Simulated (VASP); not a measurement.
# Ag in VASP: further runs

Runs on Ag. Level: PBE. Tasks: single point, relaxation of cell and atoms.

Everything below comes from runs of VASP 6.6.1. Logs are shortened: lines on timing, memory, paths and dates and some standing lists are left out, and cuts for length are marked.

## Step 1: The cell of the first run

It takes space group Fm-3m (No. 225, cubic). The conventional cell has a = 7.775 Å, b = 7.775 Å, c = 7.775 Å, α = 90.00°, β = 90.00°, γ = 90.00°. Within 3.6 Å of Ag (site symmetry 4mm) lie 8 Ag at 2.73 to 2.77 Å.

The cell was built from a structure type or drawn by symmetry, and may not be a known phase.

## Step 2: Single point, PBE

File INCAR:

```
  PREC = Accurate
  ENCUT = 520
  EDIFF = 1E-7
  ISMEAR = 0
  SIGMA = 0.1
  LREAL = F
  LASPH = T
  NELM = 60
  ALGO = Normal
  ISIF = 2
  LWAVE = F
  LCHARG = T
  GGA = PE
  LELF = T
  LVHAR = T
  NBANDS = 42
```

File KPOINTS:

```
regular mesh
0
Gamma
  4 4 4
```

File POSCAR:

```
Ag
1.0
    0.0000000000      3.8874896900      3.8874896900
    3.8874896900      0.0000000000      3.8874896900
    3.8874896900      3.8874896900      0.0000000000
Ag
6
Direct
    0.7482120200      0.2517879800      0.2517879800
    0.2517879800      0.7482120200      0.7482120200
    0.2517879800      0.7482120200      0.2517879800
    0.7482120200      0.2517879800      0.7482120200
    0.2517879800      0.2517879800      0.7482120200
    0.7482120200      0.7482120200      0.2517879800
```

Potentials or basis: VASP PAW PBE potentials, release 64 (Ag).

Command:

```bash
> cat potpaw_PBE.64/Ag/POTCAR > POTCAR
> mpirun -np 1 vasp_std > vasp.out
```

OUTCAR:

```text
PREC = Accurate
   ENCUT = 520
   EDIFF = 1E-7
   ISMEAR = 0
   LREAL = F
   LASPH = T
   NELM = 60
   ISIF = 2
   GGA = PE

 ion  position               nearest neighbor table
   1  0.748  0.252  0.252-   3 2.73   4 2.73   5 2.73   6 2.73   5 2.77   3 2.77   4 2.77   6 2.77

   2  0.252  0.748  0.748-   3 2.73   4 2.73   5 2.73   6 2.73   5 2.77   3 2.77   4 2.77   6 2.77

   3  0.252  0.748  0.252-   1 2.73   2 2.73   5 2.73   6 2.73   5 2.77   2 2.77   1 2.77   6 2.77

   4  0.748  0.252  0.748-   1 2.73   2 2.73   5 2.73   6 2.73   2 2.77   1 2.77   5 2.77   6 2.77

   5  0.252  0.252  0.748-   1 2.73   2 2.73   3 2.73   4 2.73   3 2.77   2 2.77   1 2.77   4 2.77

   6  0.748  0.748  0.252-   1 2.73   2 2.73   3 2.73   4 2.73   3 2.77   2 2.77   1 2.77   4 2.77

  LATTYP: Found a face centered cubic cell.
 ALAT       =     7.7749793800

  Lattice vectors:

 A1 = (   0.0000000000,   3.8874896900,   3.8874896900)
 A2 = (   3.8874896900,   0.0000000000,   3.8874896900)
 A3 = (   3.8874896900,   3.8874896900,   0.0000000000)

Analysis of symmetry for initial positions (statically):
=====================================================================
 Subroutine PRICEL returns:
 Original cell was already a primitive cell.

 Routine SETGRP: Setting up the symmetry group for a
 face centered cubic supercell.

 Subroutine GETGRP returns: Found 48 space group operations
 (whereof 48 operations were pure point group operations)
 out of a pool of 48 trial point group operations.

The static configuration has the point symmetry O_h .

Analysis of symmetry for dynamics (positions and initial velocities):
=====================================================================
 Subroutine PRICEL returns:
 Original cell was already a primitive cell.

 Routine SETGRP: Setting up the symmetry group for a
 face centered cubic supercell.

 Subroutine GETGRP returns: Found 48 space group operations
 (whereof 48 operations were pure point group operations)
 out of a pool of 48 trial point group operations.

The dynamic configuration has the point symmetry O_h .

 Subroutine INISYM returns: Found 48 space group operations
 (whereof 48 operations are pure point group operations),
 and found     1 'primitive' translations

----------------------------------------------------------------------------------------

                                     Primitive cell

  volume of cell :     117.5000

  direct lattice vectors                    reciprocal lattice vectors
     0.000000000  3.887489690  3.887489690    -0.128617704  0.128617704  0.128617704
     3.887489690  0.000000000  3.887489690     0.128617704 -0.128617704  0.128617704
     3.887489690  3.887489690  0.000000000     0.128617704  0.128617704 -0.128617704

  length of vectors
     5.497740643  5.497740643  5.497740643     0.222772399  0.222772399  0.222772399

  position of ions in fractional coordinates (direct lattice)
     0.748212020  0.251787980  0.251787980
     0.251787980  0.748212020  0.748212020
     0.251787980  0.748212020  0.251787980
     0.748212020  0.251787980  0.748212020
     0.251787980  0.251787980  0.748212020
     0.748212020  0.748212020  0.251787980

  ion indices of the primitive-cell ions
   primitive index   ion index
                 1           1
                 2           2
                 3           3
                 4           4
                 5           5
                 6           6

----------------------------------------------------------------------------------------

 KPOINTS: regular mesh

Automatic generation of k-mesh.
 Grid dimensions read from file:
 generate k-points for:    4    4    4

 Generating k-lattice:

  Cartesian coordinates                     Fractional coordinates (reciprocal lattice)
    -0.032154426  0.032154426  0.032154426     0.250000000  0.000000000  0.000000000
     0.032154426 -0.032154426  0.032154426     0.000000000  0.250000000  0.000000000
     0.032154426  0.032154426 -0.032154426     0.000000000  0.000000000  0.250000000

  Length of vectors
     0.055693100  0.055693100  0.055693100

  Shift w.r.t. Gamma in fractional coordinates (k-lattice)
     0.000000000  0.000000000  0.000000000

 Subroutine IBZKPT returns following result:
 ===========================================

 Found      8 irreducible k-points:

 Following reciprocal coordinates:
            Coordinates               Weight
  0.000000  0.000000  0.000000      1.000000
  0.250000  0.000000  0.000000      8.000000
  0.500000  0.000000  0.000000      4.000000
  0.250000  0.250000  0.000000      6.000000
  0.500000  0.250000  0.000000     24.000000
 -0.250000  0.250000  0.000000     12.000000
  0.500000  0.500000  0.000000      3.000000
 -0.250000  0.500000  0.250000      6.000000
   k-points           NKPTS =      8   k-points in BZ     NKDIM =      8   number of bands    NBANDS=     42
   number of dos      NEDOS =    301   number of ions     NIONS =      6
   total plane-waves  NPLWV =  74088
   dimension x,y,z NGX =    42 NGY =   42 NGZ =   42
   dimension x,y,z NGXF=    84 NGYF=   84 NGZF=   84
   ions per type =               6
   NGX,Y,Z   is equivalent  to a cutoff of  12.70, 12.70, 12.70 a.u.
   NGXF,Y,Z  is equivalent  to a cutoff of  25.40, 25.40, 25.40 a.u.
 SYSTEM =  unknown system
   PREC   = accura    normal or accurate (medium, high low for compatibility)
   ISTART =      0    job   : 0-new  1-cont  2-samecut
   ICHARG =      2    charge: 1-file 2-atom 10-const
   ISPIN  =      1    spin polarized calculation?
   LNONCOLLINEAR =      F non collinear calculations
   LSORBIT =      F    spin-orbit coupling
   LASPH  =      T    aspherical Exc in radial PAW
   ENCUT  =  520.0 eV  38.22 Ry    6.18 a.u.  10.22 10.22 10.22*2*pi/ulx,y,z
   NELM   =     60;   NELMIN=  2; NELMDL= -5     # of ELM steps
   EDIFF  = 0.1E-06   stopping-criterion for ELM
   LREAL  =      F    real-space projection
   EDIFFG = 0.1E-05   stopping-criterion for IOM
   NSW    =      0    number of steps for IOM
   IBRION =     -1    ionic relax: 0-MD 1-quasi-New 2-CG
   NFREE  =      0    steps in history (QN), initial steepest desc. (CG)
   ISIF   =      2    stress and relaxation
   ISYM   =      2    0-nonsym 1-usesym 2-fastsym
   POTIM  = 0.5000    time-step for ionic-motion
   TEBEG  =    0.0;   TEEND  =   0.0 temperature during run
   PSTRESS=    0.0 pullay stress
   NELECT =      66.0000    total number of electrons
   NUPDOWN=      -1.0000    fix difference up-down
   EMIN   =  10.00;   EMAX   =-10.00  energy-range for DOS
   EFERMI =   0.00;   METHOD = LEGACY
   ISMEAR =     0;   SIGMA  =   0.10  broadening in eV -4-tet -1-fermi 0-gaus
   EFERMI_NEDOS =   21; number of points for ismear=-14 and -15
   IALGO  =     38    algorithm
   IMIX   =      4    mixing-type and parameters
     AMIX     =   0.40;   BMIX     =  1.00
     AMIX_MAG =   1.60;   BMIX_MAG =  1.00
  volume/ion in A,a.u.               =      19.58       132.15
  Fermi-wavevector in a.u.,A,eV,Ry     =   1.350756  2.552559 24.824397  1.824542
  Thomas-Fermi vector in A             =   2.478234
   LORBIT       =      0    0 simple, 1 ext, 2 COOP (PROOUT), +10 PAW based schemes
   GGA     = PE    functional components
   LHFCALC =     F    Hartree Fock is set to
   AEXX    =    0.0000 exact exchange contribution
   IVDW    =     0    specifies the selected vdW correction
   LEPSILON=     F    determine dielectric tensor
   LRPA    =     F    only Hartree local field effects (RPA)
 non-spin polarized calculation
 Gauss-broadening in eV      SIGMA  =   0.10
  energy-cutoff  :      520.00
  volume of cell :      117.50
 maximum number of plane-waves:      3178
 NGX is ok and might be reduce to    42
   NGX = 21   NGY = 21   NGZ = 21

 number of electron      66.0000011 magnetization

 Free energy of the ion-electron system (eV)
  ---------------------------------------------------
  ext. energy  EPLUGINS =         0.00000000
  ---------------------------------------------------
  free energy    TOTEN  =       -14.84791468 eV

  energy without entropy =      -14.82492796  energy(sigma->0) =      -14.83642132

 E-fermi :   7.0014     XC(G=0): -11.2140

 val. band max:        6.9389531572   @ k =   0.2500   0.2500   0.0000
 cond. band min:       7.0308007521   @ k =   0.5000   0.2500   0.0000
 fundamental gap:      0.0918475949
 Fermi energy:         7.0014049359

 k-point     1 :       0.0000    0.0000    0.0000
  band No.  band energies     occupation
      1      -0.8454      2.00000
      2       0.5262      2.00000
      3       0.5262      2.00000
      4       0.5262      2.00000
      5       0.5412      2.00000
      6       0.5804      2.00000
[... 34 lines left out ...]
     41      11.1028      0.00000
     42      13.8537      0.00000

 k-point     2 :       0.2500    0.0000    0.0000
  band No.  band energies     occupation
      1      -0.4416      2.00000
      2       0.4796      2.00000
      3       0.6743      2.00000
      4       0.7998      2.00000
      5       0.7998      2.00000
      6       0.8544      2.00000
[... 34 lines left out ...]
     41      13.2598      0.00000
     42      15.4061      0.00000

 k-point     3 :       0.5000    0.0000    0.0000
  band No.  band energies     occupation
      1       0.2151      2.00000
      2       0.2677      2.00000
      3       1.1257      2.00000
      4       1.1257      2.00000
      5       1.1282      2.00000
      6       1.1510      2.00000
[... 34 lines left out ...]
     41      14.4460      0.00000
     42      14.4460      0.00000

 k-point     4 :       0.2500    0.2500    0.0000
  band No.  band energies     occupation
      1      -0.3185      2.00000
      2       0.6789      2.00000
      3       0.8084      2.00000
      4       0.8099      2.00000
      5       0.8099      2.00000
      6       0.9168      2.00000
[... 34 lines left out ...]
     41      13.3477      0.00000
     42      14.9000      0.00000

 k-point     5 :       0.5000    0.2500    0.0000
  band No.  band energies     occupation
      1       0.3022      2.00000
      2       0.6805      2.00000
      3       0.8926      2.00000
      4       1.2198      2.00000
      5       1.2487      2.00000
      6       1.3181      2.00000
[... 34 lines left out ...]
     41      14.8350      0.00000
     42      15.6592      0.00000

 k-point     6 :      -0.2500    0.2500    0.0000
  band No.  band energies     occupation
      1       0.1121      2.00000
      2       0.5782      2.00000
      3       0.8480      2.00000
      4       1.0457      2.00000
      5       1.0661      2.00000
      6       1.1773      2.00000
[... 34 lines left out ...]
     41      13.8612      0.00000
     42      15.6281      0.00000

 k-point     7 :       0.5000    0.5000    0.0000
  band No.  band energies     occupation
      1       0.3664      2.00000
      2       0.7911      2.00000
      3       1.0379      2.00000
      4       1.1689      2.00000
      5       1.1689      2.00000
      6       1.3822      2.00000
[... 34 lines left out ...]
     41      15.7585      0.00000
     42      16.0079      0.00000

 k-point     8 :      -0.2500    0.5000    0.2500
  band No.  band energies     occupation
      1       0.7214      2.00000
      2       0.8434      2.00000
      3       1.0347      2.00000
      4       1.0347      2.00000
      5       1.4010      2.00000
      6       1.4010      2.00000
[... 34 lines left out ...]
     41      16.2004      0.00000
     42      16.2998      0.00000

------------------------ aborting loop because EDIFF is reached ----------------------------------------

  FORCE on cell =-STRESS in cart. coord.  units (eV):
  Direction    XX          YY          ZZ          XY          YZ          ZX
  --------------------------------------------------------------------------------------
  -------------------------------------------------------------------------------------
  Total        4.8109370      4.8109370      4.8109370      0.0000000      0.0000000     -0.0000000
  in kB       65.5997981     65.5997981     65.5997981      0.0000000      0.0000000     -0.0000000
  external PRESSURE =      65.5997981 kB  Pullay stress =       0.0000000 kB

 VOLUME and BASIS-vectors are now :
 -----------------------------------------------------------------------------
  energy-cutoff  :      520.00
  volume of cell :      117.50
      direct lattice vectors                 reciprocal lattice vectors
     0.000000000  3.887489690  3.887489690    -0.128617704  0.128617704  0.128617704
     3.887489690  0.000000000  3.887489690     0.128617704 -0.128617704  0.128617704
     3.887489690  3.887489690  0.000000000     0.128617704  0.128617704 -0.128617704

 POSITION                                       TOTAL-FORCE (eV/Angst)
 -----------------------------------------------------------------------------------
      1.95765      3.88749      3.88749        -0.341640     -0.000000      0.000000
      5.81733      3.88749      3.88749         0.341640     -0.000000      0.000000
      3.88749      1.95765      3.88749         0.000000     -0.341640      0.000000
      3.88749      5.81733      3.88749         0.000000      0.341640      0.000000
      3.88749      3.88749      1.95765         0.000000     -0.000000     -0.341640
      3.88749      3.88749      5.81733         0.000000     -0.000000      0.341640
 -----------------------------------------------------------------------------------
    total drift:                               -0.000000     -0.000000     -0.000000

  FREE ENERGIE OF THE ION-ELECTRON SYSTEM (eV)
  ---------------------------------------------------
  free  energy   TOTEN  =       -14.8479146764 eV

  energy  without entropy=      -14.8249279589  energy(sigma->0) =      -14.83642132
```

It took 49 s on 1 thread of Intel Xeon 6975P-C (Granite Rapids), shared host; peak memory 0.24 GiB.

Results:

```
Free energy            : -14.8479 eV
Pressure               : 6.6 GPa
Largest force          : 0.342 eV/Å
Band gap on the k mesh : zero (bands 33 and 34 overlap by 3.60 eV)
```

Forces in eV/Å, atoms in the order of the input:
```
Ag  -0.342  0.000  0.000
Ag   0.342  0.000  0.000
Ag   0.000 -0.342  0.000
Ag   0.000  0.342  0.000
Ag   0.000  0.000 -0.342
Ag   0.000  0.000  0.342
```

Levels at points of the mesh, in eV from the Fermi level:
```
           k point  band 30  band 31  band 32  band 33  band 34  band 35  band 36  band 37
(0.00, 0.00, 0.00)    -2.61    -2.61    -0.53     1.21     1.21     1.21     3.01     3.01
(0.50, 0.00, 0.00)    -3.78    -2.79    -2.79     1.64     1.69     2.07     2.07     2.08
(0.50, 0.50, 0.00)    -3.40    -3.39    -2.61    -1.79     0.55     0.55     0.61     6.32
```

Caveat: the cell stands under pressure.

(Part 1 of 3 ends here.)
